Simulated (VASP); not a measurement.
# Co2W (P-62m) in VASP: a series of runs, part 2 of 2

VASP 6.6.1. The steps go on from the part before.

## (3) Single point, PBE

The input, INCAR:

```
PREC = Accurate
ENCUT = 690
EDIFF = 1E-6
ISMEAR = 0
SIGMA = 0.1
LREAL = False
LASPH = True
NELM = 120
ALGO = Normal
ISIF = 2
LWAVE = False
LCHARG = False
GGA = PE
NBANDS = 57
GGA_COMPAT = False
```

The input, KPOINTS:

```
Automatic mesh
0
Gamma
  12 12 10
```

The input, POSCAR:

```
Co2W
1.0
    4.5602332318      0.0000000000      0.0000000000
   -2.2801166159      3.9492778259      0.0000000000
    0.0000000000      0.0000000000      4.1247328919
Co W
4 2
Direct
    0.0000000000      0.0000000000      0.0000000000
    0.0000000000      0.3293286983      0.5000000000
    0.6706713017      0.6706713017      0.5000000000
    0.3293286983      0.0000000000      0.5000000000
    0.6666666667      0.3333333333      0.0000000000
    0.3333333333      0.6666666667      0.0000000000
```

Potentials or basis: VASP PAW PBE potentials, release 64 (Co_sv, W_sv).

Run with:

```console
> cat potpaw_PBE.64/Co_sv/POTCAR potpaw_PBE.64/W_sv/POTCAR > POTCAR
> mpirun -np 1 vasp_std > vasp.out
```

OUTCAR:

```text
PREC = Accurate
   ENCUT = 690
   EDIFF = 1E-6
   ISMEAR = 0
   LREAL = False
   LASPH = True
   NELM = 120
   ISIF = 2
   GGA = PE

 ion  position               nearest neighbor table
   1  0.000  0.000  0.000-   5 2.63   6 2.63   6 2.63   5 2.63   5 2.63   6 2.63
   2  0.000  0.329  0.500-   5 2.57   5 2.57   6 2.57   6 2.57
   3  0.671  0.671  0.500-   5 2.57   5 2.57   6 2.57   6 2.57
   4  0.329  0.000  0.500-   6 2.57   6 2.57   5 2.57   5 2.57
   5  0.667  0.333  0.000-   2 2.57   2 2.57   4 2.57   4 2.57   3 2.57   3 2.57   6 2.63   1 2.63
                             6 2.63   1 2.63   1 2.63   6 2.63
   6  0.333  0.667  0.000-   4 2.57   4 2.57   2 2.57   2 2.57   3 2.57   3 2.57   5 2.63   1 2.63
                             5 2.63   1 2.63   1 2.63   5 2.63

  LATTYP: Found a hexagonal cell.
 ALAT       =     4.5602332318
 C/A-ratio  =     0.9045004240

  Lattice vectors:

 A1 = (   4.5602332318,   0.0000000000,   0.0000000000)
 A2 = (  -2.2801166159,   3.9492778259,   0.0000000000)
 A3 = (   0.0000000000,   0.0000000000,   4.1247328919)

Analysis of symmetry for initial positions (statically):
=====================================================================
 Subroutine PRICEL returns:
 Original cell was already a primitive cell.

 Routine SETGRP: Setting up the symmetry group for a
 hexagonal supercell.

 Subroutine GETGRP returns: Found 12 space group operations
 (whereof 12 operations were pure point group operations)
 out of a pool of 24 trial point group operations.

The static configuration has the point symmetry D_3h.

Analysis of symmetry for dynamics (positions and initial velocities):
=====================================================================
 Subroutine PRICEL returns:
 Original cell was already a primitive cell.

 Routine SETGRP: Setting up the symmetry group for a
 hexagonal supercell.

 Subroutine GETGRP returns: Found 12 space group operations
 (whereof 12 operations were pure point group operations)
 out of a pool of 24 trial point group operations.

The dynamic configuration has the point symmetry D_3h.

 Subroutine INISYM returns: Found 12 space group operations
 (whereof 12 operations are pure point group operations),
 and found     1 'primitive' translations

----------------------------------------------------------------------------------------

                                     Primitive cell

  volume of cell :      74.2849

  direct lattice vectors                    reciprocal lattice vectors
     4.560233232  0.000000000  0.000000000     0.219287030  0.126605426  0.000000000
    -2.280116616  3.949277826  0.000000000     0.000000000  0.253210851  0.000000000
     0.000000000  0.000000000  4.124732892     0.000000000  0.000000000  0.242439941

  length of vectors
     4.560233232  4.560233232  4.124732892     0.253210851  0.253210851  0.242439941

  position of ions in fractional coordinates (direct lattice)
     0.000000000  0.000000000  0.000000000
     0.000000000  0.329328698  0.500000000
     0.670671302  0.670671302  0.500000000
     0.329328698  0.000000000  0.500000000
     0.666666667  0.333333333  0.000000000
     0.333333333  0.666666667  0.000000000

  ion indices of the primitive-cell ions
   primitive index   ion index
                 1           1
                 2           2
[... 28 lines left out ...]

 Found    114 irreducible k-points:

 Following reciprocal coordinates:
            Coordinates               Weight
  0.000000  0.000000  0.000000      1.000000
  0.083333  0.000000  0.000000      6.000000
  0.166667  0.000000  0.000000      6.000000
  0.250000  0.000000  0.000000      6.000000
  0.333333  0.000000  0.000000      6.000000
  0.416667  0.000000  0.000000      6.000000
[... 16 lines left out ...]
  0.250000  0.000000  0.100000     12.000000
  0.333333  0.000000  0.100000     12.000000
 [... further k-points ...]
   k-points           NKPTS =    114   k-points in BZ     NKDIM =    114   number of bands    NBANDS=     57
   number of dos      NEDOS =    301   number of ions     NIONS =      6
   total plane-waves  NPLWV =  57600
   dimension x,y,z NGX =    40 NGY =   40 NGZ =   36
   dimension x,y,z NGXF=    80 NGYF=   80 NGZF=   72
   ions per type =               4   2
   NGX,Y,Z   is equivalent  to a cutoff of  14.58, 14.58, 14.51 a.u.
   NGXF,Y,Z  is equivalent  to a cutoff of  29.16, 29.16, 29.02 a.u.
 SYSTEM =  unknown system
   PREC   = accura    normal or accurate (medium, high low for compatibility)
   ISTART =      0    job   : 0-new  1-cont  2-samecut
   ICHARG =      2    charge: 1-file 2-atom 10-const
   ISPIN  =      1    spin polarized calculation?
   LNONCOLLINEAR =      F non collinear calculations
   LSORBIT =      F    spin-orbit coupling
   LASPH  =      T    aspherical Exc in radial PAW
   ENCUT  =  690.0 eV  50.71 Ry    7.12 a.u.   9.77  9.77  8.83*2*pi/ulx,y,z
   NELM   =    120;   NELMIN=  2; NELMDL= -5     # of ELM steps
   EDIFF  = 0.1E-05   stopping-criterion for ELM
   LREAL  =      F    real-space projection
   EDIFFG = 0.1E-04   stopping-criterion for IOM
   NSW    =      0    number of steps for IOM
   IBRION =     -1    ionic relax: 0-MD 1-quasi-New 2-CG
   NFREE  =      0    steps in history (QN), initial steepest desc. (CG)
   ISIF   =      2    stress and relaxation
   ISYM   =      2    0-nonsym 1-usesym 2-fastsym
   POTIM  = 0.5000    time-step for ionic-motion
   TEBEG  =    0.0;   TEEND  =   0.0 temperature during run
   PSTRESS=    0.0 pullay stress
   NELECT =      96.0000    total number of electrons
   NUPDOWN=      -1.0000    fix difference up-down
   EMIN   =  10.00;   EMAX   =-10.00  energy-range for DOS
   EFERMI =   0.00;   METHOD = LEGACY
   ISMEAR =     0;   SIGMA  =   0.10  broadening in eV -4-tet -1-fermi 0-gaus
   EFERMI_NEDOS =   21; number of points for ismear=-14 and -15
   IALGO  =     38    algorithm
   IMIX   =      4    mixing-type and parameters
     AMIX     =   0.40;   BMIX     =  1.00
     AMIX_MAG =   1.60;   BMIX_MAG =  1.00
  volume/ion in A,a.u.               =      12.38        83.55
  Fermi-wavevector in a.u.,A,eV,Ry     =   1.783193  3.369746 43.263503  3.179778
  Thomas-Fermi vector in A             =   2.847430
   LORBIT       =      0    0 simple, 1 ext, 2 COOP (PROOUT), +10 PAW based schemes
   GGA     = PE    functional components
   LHFCALC =     F    Hartree Fock is set to
   AEXX    =    0.0000 exact exchange contribution
   IVDW    =     0    specifies the selected vdW correction
   LEPSILON=     F    determine dielectric tensor
   LRPA    =     F    only Hartree local field effects (RPA)
 non-spin polarized calculation
 Gauss-broadening in eV      SIGMA  =   0.10
  energy-cutoff  :      690.00
  volume of cell :       74.28
 maximum number of plane-waves:      3080
 NGX is ok and might be reduce to    40
   NGX = 19   NGY = 19   NGZ = 17

 number of electron      96.0000037 magnetization

 Free energy of the ion-electron system (eV)
  ---------------------------------------------------
  ext. energy  EPLUGINS =         0.00000000
  ---------------------------------------------------
  free energy    TOTEN  =       -53.51317449 eV

  energy without entropy =      -53.47979068  energy(sigma->0) =      -53.49648258

 E-fermi :  11.7308     XC(G=0): -13.8417

 val. band max:       11.7303084517   @ k =   0.3333   0.3333   0.5000
 cond. band min:      11.7345703538   @ k =   0.3333   0.1667   0.4000
 fundamental gap:      0.0042619021
 Fermi energy:        11.7307976260

 k-point     1 :       0.0000    0.0000    0.0000
  band No.  band energies     occupation
      1     -83.2313      2.00000
      2     -83.2085      2.00000
      3     -83.2085      2.00000
      4     -83.1884      2.00000
      5     -62.1503      2.00000
      6     -62.0059      2.00000
[... 1429 lines left out ...]
     56      15.8310      0.00000
     57      16.1331      0.00000

 [... further k-points ...]
[... 5 lines left out ...]
  --------------------------------------------------------------------------------------
  -------------------------------------------------------------------------------------
  Total       -0.0979588     -0.0979588     -0.1718186      0.0000000      0.0000000      0.0000000
  in kB       -2.1127766     -2.1127766     -3.7057856      0.0000000      0.0000000      0.0000000
  external PRESSURE =      -2.6437796 kB  Pullay stress =       0.0000000 kB

 VOLUME and BASIS-vectors are now :
 -----------------------------------------------------------------------------
  energy-cutoff  :      690.00
  volume of cell :       74.28
      direct lattice vectors                 reciprocal lattice vectors
     4.560233232  0.000000000  0.000000000     0.219287030  0.126605426  0.000000000
    -2.280116616  3.949277826  0.000000000     0.000000000  0.253210851  0.000000000
     0.000000000  0.000000000  4.124732892     0.000000000  0.000000000  0.242439941

 POSITION                                       TOTAL-FORCE (eV/Angst)
 -----------------------------------------------------------------------------------
      0.00000      0.00000      0.00000         0.000000      0.000000      0.000000
     -0.75091      1.30061      2.06237         0.006817     -0.011807      0.000000
      1.52921      2.64867      2.06237         0.006817      0.011807     -0.000000
      1.50182      0.00000      2.06237        -0.013634     -0.000000      0.000000
      2.28012      1.31643      0.00000         0.000000      0.000000      0.000000
     -0.00000      2.63285      0.00000         0.000000     -0.000000      0.000000
 -----------------------------------------------------------------------------------
    total drift:                               -0.000002     -0.000003      0.000000

  FREE ENERGIE OF THE ION-ELECTRON SYSTEM (eV)
  ---------------------------------------------------
  free  energy   TOTEN  =       -53.5131744851 eV

  energy  without entropy=      -53.4797906790  energy(sigma->0) =      -53.49648258
```

OSZICAR:

```text
N       E                     dE             d eps       ncg     rms          rms(c)
[... 11 lines left out ...]
DAV:  12    -0.535151451635E+02    0.22933E-01   -0.36146E-02 23208   0.238E+00    0.141E+00
DAV:  13    -0.535138597752E+02    0.12854E-02   -0.47358E-03 22770   0.139E+00    0.673E-01
DAV:  14    -0.535133426002E+02    0.51717E-03   -0.11475E-03 19952   0.646E-01    0.366E-01
DAV:  15    -0.535132108800E+02    0.13172E-03   -0.72305E-04 22678   0.201E-01    0.137E-01
DAV:  16    -0.535131853573E+02    0.25523E-04   -0.54540E-05 21648   0.101E-01    0.643E-02
DAV:  17    -0.535131757563E+02    0.96010E-05   -0.16500E-05 18384   0.453E-02    0.212E-02
DAV:  18    -0.535131743354E+02    0.14209E-05   -0.36601E-06 12301   0.308E-02    0.511E-03
DAV:  19    -0.535131744851E+02   -0.14970E-06   -0.86455E-07  8273   0.184E-02
   1 F= -.53513174E+02 E0= -.53496483E+02  d E =-.333838E-01
```

stdout:

```text
POSCAR found type information on POSCAR CoW
 POSCAR found :  2 types and       6 ions
 scaLAPACK will be used
 LDA part: xc-table for (Slater+PW92), standard interpolation
 POSCAR, INCAR and KPOINTS ok, starting setup
 FFT: planning ... GRIDC
 FFT: planning ... GRID_SOFT
 FFT: planning ... GRID
 WAVECAR not read
 entering main loop
```

Run time: 11 min. Hardware: 1 thread of Intel Xeon Platinum 8488C (Sapphire Rapids), shared host; peak memory 0.62 GiB.

What came out:

```yaml
Free_energy: -53.5132 eV
Pressure: -0.3 GPa
Largest_force: 0.014 eV/Å
Band_gap_on_the_k_mesh: zero (bands 48 and 49 overlap by 0.62 eV)
```

Forces in eV/Å, atoms in the order of the input:
```
Co   0.000  0.000  0.000
Co   0.007 -0.012  0.000
Co   0.007  0.012  0.000
Co  -0.014  0.000  0.000
W    0.000  0.000  0.000
W    0.000  0.000  0.000
```

Stress tensor (GPa, compression positive):
```
-0.21  0.00  0.00
 0.00 -0.21  0.00
 0.00  0.00 -0.37
```

Caveat: spin-orbit coupling is left out, which moves the levels of the heavy elements; the run has no spin polarisation, though such a crystal can be magnetic.
